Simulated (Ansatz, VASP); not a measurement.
## One calculation of Sb2Pt, two programs

File INCAR:

```
ALGO     = Normal         # electronic algorithm
EDIFF    = 1E-6           # SCF threshold, eV
EDIFFG   = -0.01          # ionic threshold
ENCUT    = 600            # plane-wave cutoff, eV
GGA      = PE             # functional
IBRION   = 2              # ionic algorithm
ISIF     = 3              # what is computed and relaxed
ISMEAR   = 0              # smearing method
LASPH    = True           # aspherical terms in the spheres
LCHARG   = False          # write CHGCAR
LREAL    = False          # projectors in reciprocal space
LWAVE    = False          # write WAVECAR
NELM     = 80             # most SCF steps
NSW      = 100            # ionic steps
PREC     = Accurate       # precision mode
SIGMA    = 0.1            # smearing width, eV
```

The input KPOINTS:

```
k-points
0
Gamma
  6 6 8
```

File POSCAR:

```
Sb2Pt
1.0
    5.4067567763      0.0000000000      0.0000000000
    0.0000000000      6.5745557881      0.0000000000
    0.0000000000      0.0000000000      4.1181455710
Sb Pt
4 2
Direct
    0.2130702579      0.3685915216      0.0000000000
    0.7869297421      0.6314084784      0.0000000000
    0.7130702579      0.1314084784      0.5000000000
    0.2869297421      0.8685915216      0.5000000000
    0.0000000000      0.0000000000      0.0000000000
    0.5000000000      0.5000000000      0.5000000000
```

Input for Ansatz:

```yaml
crystal:
  lattice:
    - [5.4067567763, 0.0, 0.0]
    - [0.0, 6.5745557881, 0.0]
    - [0.0, 0.0, 4.118145571]
  atoms:
    - { symbol: Sb, position: [0.2130702579, 0.3685915216, 0.0] }
    - { symbol: Sb, position: [0.7869297421, 0.6314084784, 0.0] }
    - { symbol: Sb, position: [0.7130702579, 0.1314084784, 0.5] }
    - { symbol: Sb, position: [0.2869297421, 0.8685915216, 0.5] }
    - { symbol: Pt, position: [0.0, 0.0, 0.0] }
    - { symbol: Pt, position: [0.5, 0.5, 0.5] }
basis:
  ecutwfc: 420
kpoints:
  mp_grid: { grid: [6, 6, 8] }
hamiltonian:
  xc: pbe
scf:
  occupations: { method: gaussian, width: 0.1 }
output:
  forces: true
  stress: true
  eigenvalues: true
relax:
  adjacent_minimum: "off"
  f_tol: 0.01
  max_steps: 80
  cell: { stress_tol: 0.05 }
```

Change from the starting cell: species swapped into the As2Ru type (Pnnm, No. 58).

Alike in both runs: task relaxation of cell and atoms; functional PBE; k mesh 6 × 6 × 8; occupations gaussian, width 0.1 eV; no spin polarisation.

|  | VASP | Ansatz |
| --- | --- | --- |
| version | VASP 6.6.1 | Ansatz 0.2.0 |
| potentials or method | VASP PAW PBE potentials, release 64 (Sb, Pt), cutoff 600 eV | scalar-relativistic, plane waves, PAW |
| valence electrons in the cell | 40 | 96 |

VASP gave:

```
gap on the k mesh at the Fermi level, each at its own relaxed structure (eV) : none
relaxed volume (Å³/atom)                                                     : 24.34
relaxed length of the cell vector where the two differ most in proportion (Å)              : 5.357
```

Which values does Ansatz return?

gap on the k mesh at the Fermi level, each at its own relaxed structure (eV): none; relaxed volume (Å³/atom): 24.41; relaxed length of the cell vector where the two differ most in proportion (Å): 5.364.

A gap of «none» marks a metal or a gap that the smearing closes. VASP's potentials hold 40 valence electrons a cell and Ansatz's 96, so a difference there can come from the potentials and not from the codes.

Spin-orbit coupling is off throughout.
